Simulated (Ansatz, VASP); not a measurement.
# GaN: VASP beside Ansatz

```
CELL_PARAMETERS angstrom
0.00000 2.25350 2.25350
2.25350 0.00000 2.25350
2.25350 2.25350 0.00000
ATOMIC_POSITIONS crystal
Ga 0.00000 0.00000 0.00000
N 0.25000 0.25000 0.25000
```

Alike in both runs: functional PBEsol; k mesh 10 × 10 × 10; occupations fermi-dirac, width 0.05 eV; non-collinear spin, spin-orbit coupling.

|  | VASP | Ansatz |
| --- | --- | --- |
| version | VASP 6.6.1 | Ansatz 0.2.0 |
| potentials or method | VASP PAW PBE potentials, release 64 (Ga_d, N) | Ansatz PAW |
| plane-wave cutoff (eV) | 520 | 420 |
| valence electrons in the cell | 18 | 18 |
| task | single point | band structure |

VASP gave:

| Property | Result |
| --- | --- |
| pressure (GPa) | -1.3 |
| net moment per atom (μB) | 0.00 |

Problem. Which values does Ansatz return?

Solution. Pressure (GPa): -1.1; net moment per atom (μB): 0.00.

VASP's potentials were made for PBE, not for PBEsol.
